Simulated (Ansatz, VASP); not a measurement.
**TiCo: VASP beside Ansatz**

```
CELL_PARAMETERS angstrom
2.98611 0.00000 0.00000
0.00000 2.98611 0.00000
0.00000 0.00000 2.98611
ATOMIC_POSITIONS crystal
Co 0.50000 0.50000 0.50000
Ti 0.00000 0.00000 0.00000
```

Alike in both runs: task relaxation of cell and atoms; functional BLYP; dispersion D4; k mesh 9 × 9 × 9; occupations fermi-dirac, width 0.05 eV; collinear spin.

```csv
,VASP,Ansatz
version,VASP 6.6.1,Ansatz 0.2.0
potentials or method,"VASP PAW PBE potentials, release 64 (Co, Ti_sv)",Ansatz PAW
plane-wave cutoff (eV),600,420
valence electrons in the cell,21,29
```

Ansatz gave:

- net moment per atom (μB): 0.37
- size of the moment on the site where the two differ most (μB): 0.80
- relaxed volume (Å³/atom): 13.11
- relaxed length of the cell vector where the two differ most in proportion (Å): 2.971

Problem. Estimate VASP's values.

Solution. net moment per atom (μB): 0.35; size of the moment on the site where the two differ most (μB): 0.73; relaxed volume (Å³/atom): 13.09; relaxed length of the cell vector where the two differ most in proportion (Å): 2.969.

VASP's potentials were made for PBE, not for BLYP. Site moments also hang on the region over which each program counts them. VASP's potentials hold 21 valence electrons a cell and Ansatz's 29, so a difference there can come from the potentials and not from the codes.

Noted on Ansatz's run: the plane-wave basis is chosen anew once the cell has moved, so the energies of steps on either side of that aren't comparable.
